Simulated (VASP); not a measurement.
# Cu2Ru (P6/mmm) in VASP: single point with PBE+U

Aim: the single point of Cu2Ru with PBE+U.

Program: VASP 6.6.1. These are calculated values, not measurements. Logs are shortened: lines on timing, memory, paths and dates and some standing lists are left out, and cuts for length are marked.

### Step 1. The cell of the first run

It takes space group P6/mmm (No. 191, hexagonal). Conventional cell: a = 4.255 Å, b = 4.255 Å, c = 2.449 Å, α = 90.00°, β = 90.00°, γ = 120.00°. Cu (site symmetry -6m2) has 5 Cu at 2.45 to 2.46 Å and 6 Ru at 2.74 Å within 3.2 Å. Within 3.2 Å of Ru (site symmetry 6/mmm) lie 2 Ru at 2.45 Å and 12 Cu at 2.74 Å.

### Step 2. Single point, PBE+U

INCAR reads:

```
PREC = Accurate
ENCUT = 600
EDIFF = 1E-6
ISMEAR = 0
SIGMA = 0.1
LREAL = False
LASPH = True
NELM = 200
ALGO = Normal
ISIF = 2
LWAVE = False
LCHARG = False
LMAXMIX = 4
LDAU = True
LDAUTYPE = 2
LDAUL = 2 -1
LDAUU = 1 0
LDAUJ = 0 0
LDAUPRINT = 1
GGA = PE
NBANDS = 25
GGA_COMPAT = False
```

KPOINTS reads:

```
regular mesh
0
Gamma
  12 12 18
```

POSCAR reads:

```
Cu2Ru
1.0
    4.2545327753      0.0000000000      0.0000000000
   -2.1272663876      3.6845334646      0.0000000000
    0.0000000000      0.0000000000      2.4493082522
Cu Ru
2 1
Direct
    0.3333333333      0.6666666667      0.5000000000
    0.6666666667      0.3333333333      0.5000000000
    0.0000000000      0.0000000000      0.0000000000
```

Potentials or basis: VASP PAW PBE potentials, release 64 (Cu, Ru_pv).

The run is started by

```
cat potpaw_PBE.64/Cu/POTCAR potpaw_PBE.64/Ru_pv/POTCAR > POTCAR
mpirun -np 1 vasp_std > vasp.out
```

OUTCAR:

```text
PREC = Accurate
   ENCUT = 600
   EDIFF = 1E-6
   ISMEAR = 0
   LREAL = False
   LASPH = True
   NELM = 200
   ISIF = 2
   GGA = PE

 ion  position               nearest neighbor table
   1  0.333  0.667  0.500-   2 2.46   2 2.46   2 2.46   3 2.74   3 2.74   3 2.74   3 2.74   3 2.74
                             3 2.74
   2  0.667  0.333  0.500-   1 2.46   1 2.46   1 2.46   3 2.74   3 2.74   3 2.74   3 2.74   3 2.74
                             3 2.74
   3  0.000  0.000  0.000-   1 2.74   2 2.74   1 2.74   2 2.74   1 2.74   1 2.74   2 2.74   2 2.74
                             2 2.74   2 2.74   1 2.74   1 2.74

  LATTYP: Found a hexagonal cell.
 ALAT       =     4.2545327753
 C/A-ratio  =     0.5756938262

  Lattice vectors:

 A1 = (   4.2545327753,   0.0000000000,   0.0000000000)
 A2 = (  -2.1272663876,   3.6845334646,   0.0000000000)
 A3 = (   0.0000000000,   0.0000000000,   2.4493082522)

Analysis of symmetry for initial positions (statically):
=====================================================================
 Subroutine PRICEL returns:
 Original cell was already a primitive cell.

 Routine SETGRP: Setting up the symmetry group for a
 hexagonal supercell.

 Subroutine GETGRP returns: Found 24 space group operations
 (whereof 24 operations were pure point group operations)
 out of a pool of 24 trial point group operations.

The static configuration has the point symmetry D_6h.

Analysis of symmetry for dynamics (positions and initial velocities):
=====================================================================
 Subroutine PRICEL returns:
 Original cell was already a primitive cell.

 Routine SETGRP: Setting up the symmetry group for a
 hexagonal supercell.

 Subroutine GETGRP returns: Found 24 space group operations
 (whereof 24 operations were pure point group operations)
 out of a pool of 24 trial point group operations.

The dynamic configuration has the point symmetry D_6h.

 Subroutine INISYM returns: Found 24 space group operations
 (whereof 24 operations are pure point group operations),
 and found     1 'primitive' translations

----------------------------------------------------------------------------------------

                                     Primitive cell

  volume of cell :      38.3953

  direct lattice vectors                    reciprocal lattice vectors
     4.254532775  0.000000000  0.000000000     0.235043436  0.135702391  0.000000000
    -2.127266388  3.684533465  0.000000000     0.000000000  0.271404782  0.000000000
     0.000000000  0.000000000  2.449308252     0.000000000  0.000000000  0.408278541

  length of vectors
     4.254532775  4.254532775  2.449308252     0.271404782  0.271404782  0.408278541

  position of ions in fractional coordinates (direct lattice)
     0.333333333  0.666666667  0.500000000
     0.666666667  0.333333333  0.500000000
     0.000000000  0.000000000  0.000000000

  ion indices of the primitive-cell ions
   primitive index   ion index
                 1           1
                 2           2
                 3           3

----------------------------------------------------------------------------------------

 KPOINTS: regular mesh

Automatic generation of k-mesh.
 Grid dimensions read from file:
 generate k-points for:   12   12   18

[... 94 lines left out ...]
   AEXX    =    0.0000 exact exchange contribution
   IVDW    =     0    specifies the selected vdW correction
   LEPSILON=     F    determine dielectric tensor
   LRPA    =     F    only Hartree local field effects (RPA)
 non-spin polarized calculation
 Gauss-broadening in eV      SIGMA  =   0.10
  energy-cutoff  :      600.00
  volume of cell :       38.40
 maximum number of plane-waves:      1318
 NGX is ok and might be reduce to    36
   NGX = 17   NGY = 17   NGZ =  9

atom =   1  type =  1  l = 2

 onsite density matrix

spin component  1

  0.9249 -0.0000 -0.0000 -0.0000  0.0000
 -0.0000  0.9231 -0.0000  0.0000  0.0000
 -0.0000 -0.0000  0.9116 -0.0000 -0.0000
 -0.0000  0.0000 -0.0000  0.9231 -0.0000
  0.0000  0.0000 -0.0000 -0.0000  0.9249

spin component  2

  0.9249 -0.0000 -0.0000 -0.0000  0.0000
 -0.0000  0.9231 -0.0000  0.0000  0.0000
 -0.0000 -0.0000  0.9116 -0.0000 -0.0000
 -0.0000  0.0000 -0.0000  0.9231 -0.0000
  0.0000  0.0000 -0.0000 -0.0000  0.9249

 occupancies and eigenvectors

  o =  0.9116  v =  0.0000 -0.0000  1.0000  0.0000  0.0000  0.0000  0.0000  0.0000  0.0000  0.0000      0.0000  0.0000  0.0000  0.0000  0.0000  0.0000  0.0000  0.0000  0.0000  0.0000
  o =  0.9116  v =  0.0000  0.0000  0.0000  0.0000  0.0000  0.0000 -0.0000  1.0000  0.0000  0.0000      0.0000  0.0000  0.0000  0.0000  0.0000  0.0000  0.0000  0.0000  0.0000  0.0000
  o =  0.9231  v =  0.0000  0.9096  0.0000 -0.4155  0.0000  0.0000  0.0000  0.0000  0.0000  0.0000      0.0000  0.0000  0.0000  0.0000  0.0000  0.0000  0.0000  0.0000  0.0000  0.0000
  o =  0.9231  v =  0.0000  0.0000  0.0000  0.0000  0.0000  0.0000  0.9096  0.0000 -0.4155  0.0000      0.0000  0.0000  0.0000  0.0000  0.0000  0.0000  0.0000  0.0000  0.0000  0.0000
  o =  0.9231  v =  0.0000  0.0000  0.0000  0.0000  0.0000 -0.0000 -0.4155 -0.0000 -0.9096 -0.0000      0.0000  0.0000  0.0000  0.0000  0.0000  0.0000  0.0000  0.0000  0.0000  0.0000
  o =  0.9231  v = -0.0000 -0.4155 -0.0000 -0.9096 -0.0000  0.0000  0.0000  0.0000  0.0000  0.0000      0.0000  0.0000  0.0000  0.0000  0.0000  0.0000  0.0000  0.0000  0.0000  0.0000
  o =  0.9249  v =  0.0000  0.0000  0.0000  0.0000  0.0000 -0.8416 -0.0000  0.0000  0.0000  0.5401      0.0000  0.0000  0.0000  0.0000  0.0000  0.0000  0.0000  0.0000  0.0000  0.0000
  o =  0.9249  v = -0.8416 -0.0000  0.0000  0.0000  0.5401  0.0000  0.0000  0.0000  0.0000  0.0000      0.0000  0.0000  0.0000  0.0000  0.0000  0.0000  0.0000  0.0000  0.0000  0.0000
  o =  0.9249  v =  0.5401 -0.0000 -0.0000  0.0000  0.8416  0.0000  0.0000  0.0000  0.0000  0.0000      0.0000  0.0000  0.0000  0.0000  0.0000  0.0000  0.0000  0.0000  0.0000  0.0000
  o =  0.9249  v =  0.0000  0.0000  0.0000  0.0000  0.0000  0.5401 -0.0000 -0.0000  0.0000  0.8416      0.0000  0.0000  0.0000  0.0000  0.0000  0.0000  0.0000  0.0000  0.0000  0.0000

atom =   2  type =  1  l = 2

 onsite density matrix

spin component  1

  0.9249 -0.0000 -0.0000 -0.0000  0.0000
 -0.0000  0.9231 -0.0000  0.0000 -0.0000
 -0.0000 -0.0000  0.9116  0.0000 -0.0000
 -0.0000  0.0000  0.0000  0.9231 -0.0000
  0.0000 -0.0000 -0.0000 -0.0000  0.9249

spin component  2

  0.9249 -0.0000 -0.0000 -0.0000  0.0000
 -0.0000  0.9231 -0.0000  0.0000 -0.0000
 -0.0000 -0.0000  0.9116  0.0000 -0.0000
 -0.0000  0.0000  0.0000  0.9231 -0.0000
  0.0000 -0.0000 -0.0000 -0.0000  0.9249

 occupancies and eigenvectors

  o =  0.9116  v =  0.0000 -0.0000  1.0000 -0.0000  0.0000  0.0000  0.0000  0.0000  0.0000  0.0000      0.0000  0.0000  0.0000  0.0000  0.0000  0.0000  0.0000  0.0000  0.0000  0.0000
  o =  0.9116  v =  0.0000  0.0000  0.0000  0.0000  0.0000  0.0000 -0.0000  1.0000 -0.0000  0.0000      0.0000  0.0000  0.0000  0.0000  0.0000  0.0000  0.0000  0.0000  0.0000  0.0000
  o =  0.9231  v = -0.0000 -0.9096 -0.0000  0.4155  0.0000  0.0000  0.0000  0.0000  0.0000  0.0000      0.0000  0.0000  0.0000  0.0000  0.0000  0.0000  0.0000  0.0000  0.0000  0.0000
  o =  0.9231  v =  0.0000  0.0000  0.0000  0.0000  0.0000 -0.0000 -0.9096 -0.0000  0.4155  0.0000      0.0000  0.0000  0.0000  0.0000  0.0000  0.0000  0.0000  0.0000  0.0000  0.0000
  o =  0.9231  v = -0.0000 -0.4155 -0.0000 -0.9096  0.0000  0.0000  0.0000  0.0000  0.0000  0.0000      0.0000  0.0000  0.0000  0.0000  0.0000  0.0000  0.0000  0.0000  0.0000  0.0000
  o =  0.9231  v =  0.0000  0.0000  0.0000  0.0000  0.0000 -0.0000 -0.4155 -0.0000 -0.9096  0.0000      0.0000  0.0000  0.0000  0.0000  0.0000  0.0000  0.0000  0.0000  0.0000  0.0000
  o =  0.9249  v =  0.0000  0.0000  0.0000  0.0000  0.0000  0.0729 -0.0000  0.0000 -0.0000 -0.9973      0.0000  0.0000  0.0000  0.0000  0.0000  0.0000  0.0000  0.0000  0.0000  0.0000
  o =  0.9249  v =  0.0729 -0.0000  0.0000 -0.0000 -0.9973  0.0000  0.0000  0.0000  0.0000  0.0000      0.0000  0.0000  0.0000  0.0000  0.0000  0.0000  0.0000  0.0000  0.0000  0.0000
  o =  0.9249  v = -0.9973 -0.0000  0.0000 -0.0000 -0.0729  0.0000  0.0000  0.0000  0.0000  0.0000      0.0000  0.0000  0.0000  0.0000  0.0000  0.0000  0.0000  0.0000  0.0000  0.0000
  o =  0.9249  v =  0.0000  0.0000  0.0000  0.0000  0.0000 -0.9973 -0.0000  0.0000 -0.0000 -0.0729      0.0000  0.0000  0.0000  0.0000  0.0000  0.0000  0.0000  0.0000  0.0000  0.0000

 number of electron      36.0000015 magnetization

 Free energy of the ion-electron system (eV)
  ---------------------------------------------------
  ext. energy  EPLUGINS =         0.00000000
  ---------------------------------------------------
  free energy    TOTEN  =       -15.05160424 eV

  energy without entropy =      -15.03288204  energy(sigma->0) =      -15.04224314

 E-fermi :   8.8465     XC(G=0): -13.0287

 val. band max:        8.8456018152   @ k =   0.3333  -0.0000   0.4444
 cond. band min:       8.8487292323   @ k =   0.3333   0.2500   0.2778
 fundamental gap:      0.0031274170
 Fermi energy:         8.8465075197

 k-point     1 :       0.0000    0.0000    0.0000
  band No.  band energies     occupation
      1     -33.5708      2.00000
      2     -33.5708      2.00000
      3     -33.3829      2.00000
      4       0.3473      2.00000
      5       3.7033      2.00000
      6       5.1127      2.00000
[... 661 lines left out ...]
     24      20.0666      0.00000
     25      20.1647      0.00000

 [... further k-points ...]

------------------------ aborting loop because EDIFF is reached ----------------------------------------

  FORCE on cell =-STRESS in cart. coord.  units (eV):
  Direction    XX          YY          ZZ          XY          YZ          ZX
  --------------------------------------------------------------------------------------
  -------------------------------------------------------------------------------------
  Total       -0.1347901     -0.1347901     -0.0285589     -0.0000000      0.0000000      0.0000000
  in kB       -5.6245891     -5.6245891     -1.1917209     -0.0000000      0.0000000      0.0000000
  external PRESSURE =      -4.1469664 kB  Pullay stress =       0.0000000 kB

 VOLUME and BASIS-vectors are now :
 -----------------------------------------------------------------------------
  energy-cutoff  :      600.00
  volume of cell :       38.40
      direct lattice vectors                 reciprocal lattice vectors
     4.254532775  0.000000000  0.000000000     0.235043436  0.135702391  0.000000000
    -2.127266388  3.684533465  0.000000000     0.000000000  0.271404782  0.000000000
     0.000000000  0.000000000  2.449308252     0.000000000  0.000000000  0.408278541

 POSITION                                       TOTAL-FORCE (eV/Angst)
 -----------------------------------------------------------------------------------
     -0.00000      2.45636      1.22465         0.000000      0.000000     -0.000000
      2.12727      1.22818      1.22465        -0.000000     -0.000000      0.000000
      0.00000      0.00000      0.00000        -0.000000      0.000000     -0.000000
 -----------------------------------------------------------------------------------
    total drift:                                0.000000      0.000000     -0.000000

  FREE ENERGIE OF THE ION-ELECTRON SYSTEM (eV)
  ---------------------------------------------------
  free  energy   TOTEN  =       -15.0516042402 eV

  energy  without entropy=      -15.0328820389  energy(sigma->0) =      -15.04224314
```

Run time: 5 min. Hardware: 1 thread of Oxide Virtual Turin-like, shared host; peak memory 0.3 GiB.

What came out:

| Property | Result |
| --- | --- |
| Free energy | -15.0516 eV |
| Pressure | -0.4 GPa |
| Band gap on the k mesh | zero (bands 18 and 19 overlap by 2.08 eV) |

Levels at points of the mesh, in eV from the Fermi level:
```
           k point  band 14  band 15  band 16  band 17  band 18  band 19  band 20  band 21  band 22  band 23
(0.00, 0.00, 0.00)    -2.40    -2.40    -2.07    -2.07     0.99     0.99     5.00     5.32     5.32     6.87
(0.50, 0.00, 0.00)    -2.11    -1.92    -1.79    -0.49    -0.34    -0.05     0.83     1.03     6.14    11.22
(0.00, 0.00, 0.50)    -1.42    -1.12    -1.12     0.19     0.19     0.96     4.52     7.44     7.58     7.58
(0.50, 0.00, 0.50)    -2.07    -1.45    -1.30    -0.04     1.18     1.18     1.80     5.64     6.28     9.00
```

Eigenvalues of the final occupation matrices:
```
    site  spin  trace               eigenvalues
site 1 d     1   4.61  0.91 0.92 0.92 0.92 0.92
site 1 d     2   4.61  0.91 0.92 0.92 0.92 0.92
site 2 d     1   4.61  0.91 0.92 0.92 0.92 0.92
site 2 d     2   4.61  0.91 0.92 0.92 0.92 0.92
```

Caveat: U without spin polarisation on a metal has little footing; the U is typed as a test and isn't derived for this compound.
